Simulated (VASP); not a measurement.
Crystal: BaTe.

```xyz
2
Lattice="0.0000 3.5719 3.5324 3.5719 0.0000 3.5324 3.5719 3.5719 0.0000" Properties=species:S:1:pos:R:3 pbc="T T T"
Ba    0.0000    0.0000    0.0000
Te    3.5719    3.5719    3.5324
```

This cell differs from its parent crystal: biaxial xy strain +1.1%.

Base run:

- Program: VASP 6.6.1
- Functional: PBE
- Potentials or basis: VASP PAW PBE potentials, release 64 (Ba_sv, Te)
- Cutoff: 520 eV
- k mesh: 6 × 6 × 6
- Occupations: fermi-dirac, width 0.02 eV
- Spin: no spin polarisation

Its results: band gap on the k mesh 1.61 eV, indirect (least direct gap 1.99 eV); pressure -0.3 GPa.

Problem. The run is repeated on the same cell with these changes: functional from PBE to r2SCAN; occupations from fermi-dirac, width 0.02 eV to gaussian, width 0.01 eV. What comes out?

Solution. Band gap on the k mesh 1.96 eV, indirect (least direct gap 2.35 eV); pressure -0.4 GPa.

Caveats: spin-orbit coupling is left out, which moves the levels of the heavy elements; the PAW data sets were made with another functional, which shifts forces and pressure a little (some runs).

A k mesh can miss the band edges.
